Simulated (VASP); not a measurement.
# Se (P3_121) in VASP: further runs, part 2 of 2

VASP 6.6.1. The steps go on from the part before.

## (5) Single point, RPBE (49.86 Å³/atom)

This run uses another cell than the first one, of 49.86 Å³/atom.

INCAR reads:

```
ALGO = Normal ; EDIFF = 1E-6
ENCUT = 520 ; GGA = RP
ISIF = 2 ; ISMEAR = -1
LASPH = T ; LCHARG = F
LREAL = F ; LWAVE = F
NBANDS = 16 ; NELM = 80
PREC = Accurate ; SIGMA = 0.05
```

KPOINTS reads:

```
k-points
0
Gamma
  6 6 6
```

POSCAR reads:

```
Se
1.0
    5.9600598734      0.0000000000      0.0000000000
   -2.9800299367      5.1615632584      0.0000000000
    0.0000000000      0.0000000000      4.8627178000
Se
3
Direct
    0.1596740353      0.0000000000      0.3333333333
    1.0000000000      0.1596740353      0.6666666667
    0.8403259647      0.8403259647      0.0000000000
```

Potentials or basis: VASP PAW PBE potentials, release 64 (Se).

Command:

```console
$ cat potpaw_PBE.64/Se/POTCAR > POTCAR
$ mpirun -np 1 vasp_std > vasp.out
```

OUTCAR:

```text
EDIFF = 1E-6
   ENCUT = 520
   GGA = RP
   ISIF = 2
   ISMEAR = -1
   LASPH = T
   LREAL = F
   NELM = 80
   PREC = Accurate

 ion  position               nearest neighbor table
   1  0.160  0.000  0.333-   3 2.31   2 2.31
   2  0.000  0.160  0.667-   3 2.31   1 2.31
   3  0.840  0.840  0.000-   2 2.31   1 2.31

  LATTYP: Found a hexagonal cell.
 ALAT       =     5.9600598734
 C/A-ratio  =     0.8158840521
[... 649 lines left out ...]

------------------------ aborting loop because EDIFF is reached ----------------------------------------

  FORCE on cell =-STRESS in cart. coord.  units (eV):
  Direction    XX          YY          ZZ          XY          YZ          ZX
  --------------------------------------------------------------------------------------
  -------------------------------------------------------------------------------------
  Total        1.5900228      1.5900228      3.3024181      0.0000000      0.0000000      0.0000000
  in kB       17.0295434     17.0295434     35.3697256      0.0000000      0.0000000      0.0000000
  external PRESSURE =      23.1429375 kB  Pullay stress =       0.0000000 kB

 VOLUME and BASIS-vectors are now :
 -----------------------------------------------------------------------------
  energy-cutoff  :      520.00
  volume of cell :      149.59
      direct lattice vectors                 reciprocal lattice vectors
     5.960059873  0.000000000  0.000000000     0.167783549  0.096869877  0.000000000
    -2.980029937  5.161563258  0.000000000     0.000000000  0.193739755  0.000000000
     0.000000000  0.000000000  4.862717800     0.000000000  0.000000000  0.205646316

 POSITION                                       TOTAL-FORCE (eV/Angst)
 -----------------------------------------------------------------------------------
      0.95167      0.00000      1.62091         1.067121      0.000000     -0.000000
     -0.47583      0.82417      3.24181        -0.533561      0.924154      0.000000
      2.50420      4.33740      0.00000        -0.533561     -0.924154      0.000000
 -----------------------------------------------------------------------------------
    total drift:                               -0.000000     -0.000000      0.000000

  FREE ENERGIE OF THE ION-ELECTRON SYSTEM (eV)
  ---------------------------------------------------
  free  energy   TOTEN  =        -9.7494844065 eV

  energy  without entropy=       -9.7494844060  energy(sigma->0) =       -9.74948441
```

OSZICAR:

```text
N       E                     dE             d eps       ncg     rms          rms(c)
DAV:   1     0.998394892640E+02    0.99839E+02   -0.63522E+03  1088   0.858E+02
DAV:   2    -0.795877314694E+00   -0.10064E+03   -0.95576E+02  1544   0.149E+02
DAV:   3    -0.976144844236E+01   -0.89656E+01   -0.89352E+01  1304   0.513E+01
DAV:   4    -0.986458633176E+01   -0.10314E+00   -0.10312E+00  1432   0.661E+00
DAV:   5    -0.986572315183E+01   -0.11368E-02   -0.11368E-02  1408   0.682E-01    0.726E+00
DAV:   6    -0.978486728026E+01    0.80856E-01   -0.47902E-02  1360   0.125E+00    0.446E+00
DAV:   7    -0.974930090709E+01    0.35566E-01   -0.10742E-01  1336   0.184E+00    0.239E-01
DAV:   8    -0.974936001392E+01   -0.59107E-04   -0.77194E-03  1272   0.550E-01    0.107E-01
DAV:   9    -0.974945311788E+01   -0.93104E-04   -0.42470E-04  1272   0.156E-01    0.338E-02
DAV:  10    -0.974947919024E+01   -0.26072E-04   -0.14919E-04  1264   0.105E-01    0.134E-02
DAV:  11    -0.974948344148E+01   -0.42512E-05   -0.13371E-05  1312   0.324E-02    0.483E-03
DAV:  12    -0.974948440647E+01   -0.96499E-06   -0.19503E-06  1256   0.120E-02
   1 F= -.97494844E+01 E0= -.97494844E+01  d E =-.482377E-09
```

It took 47 s on 1 thread of Intel Xeon Platinum 8259CL at 2.50GHz (Skylake/Cascade Lake), shared host; peak memory 0.29 GiB.

Results:

```yaml
Free_energy: -9.7495 eV
Pressure: 2.3 GPa
Largest_force: 1.067 eV/Å
Band_gap_on_the_k_mesh: 2.08 eV (least direct gap 2.18 eV)
```

Forces on the atoms (eV/Å):
```
Se   1.067  0.000  0.000
Se  -0.534  0.924  0.000
Se  -0.534 -0.924  0.000
```

Stress tensor (GPa, compression positive):
```
1.70 0.00 0.00
0.00 1.70 0.00
0.00 0.00 3.54
```

Levels at points of the mesh, in eV from the valence-band top:
| k point | band 5 | band 6 | band 7 | band 8 | band 9 | band 10 | band 11 | band 12 | band 13 | band 14 |
| --- | --- | --- | --- | --- | --- | --- | --- | --- | --- | --- |
| (0.00, 0.00, 0.00) | -3.89 | -2.48 | -1.80 | -1.80 | -0.10 | 3.19 | 3.19 | 3.69 | 4.91 | 7.54 |
| (0.50, 0.00, 0.00) | -3.93 | -2.25 | -1.86 | -1.82 | -0.17 | 3.11 | 3.25 | 4.04 | 6.41 | 6.50 |
| (0.00, 0.00, 0.50) | -3.46 | -3.46 | -0.40 | -0.40 | -0.25 | 2.18 | 2.69 | 2.69 | 7.27 | 7.60 |
| (0.50, 0.00, 0.50) | -3.57 | -3.54 | -0.34 | -0.25 | -0.06 | 2.12 | 3.04 | 3.41 | 6.54 | 7.00 |

Caveat: the PAW data sets were made with another functional, which shifts forces and pressure a little; this functional lacks dispersion, which binds layers or chains, so the pressure and a relaxed spacing across them are unreliable.

## (6) Overview

```tsv
task	cell	k mesh	cutoff (eV)	gap on the mesh (eV)	pressure (GPa)	largest force (eV/Å)
single point	a = 6.128, b = 6.128, c = 5.000 Å, angles 90.0, 90.0, 120.0°, 3 atoms, atomic positions A	5 × 5 × 4	520	1.89	0.0	0.03
relaxation of cell and atoms	relaxed from a = 4.366, b = 4.366, c = 4.954 Å, angles 90.0, 90.0, 120.0°, 3 atoms, atomic positions B	5 × 5 × 4	600	1.89	0.0	0.01
single point	a = 5.872, b = 5.872, c = 4.791 Å, angles 90.0, 90.0, 120.0°, 3 atoms, atomic positions A	6 × 6 × 6	520	2.21	3.9	1.73
single point	a = 5.960, b = 5.960, c = 4.863 Å, angles 90.0, 90.0, 120.0°, 3 atoms, atomic positions A	6 × 6 × 6	520	2.08	2.3	1.07
```

Alike in all rows: level RPBE; potentials or basis VASP PAW PBE potentials, release 64 (Se); no spin polarisation; smearing fermi-dirac 0.05 eV.

Caveats: the PAW data sets were made with another functional, which shifts forces and pressure a little; this functional lacks dispersion, which binds layers or chains, so the pressure and a relaxed spacing across them are unreliable; the volume moved by over 15 % at a fixed basis, so the end points are rough (at least some runs); the cell stands under pressure (at least some runs).

Absolute energies hang on the potentials; compare differences alone.
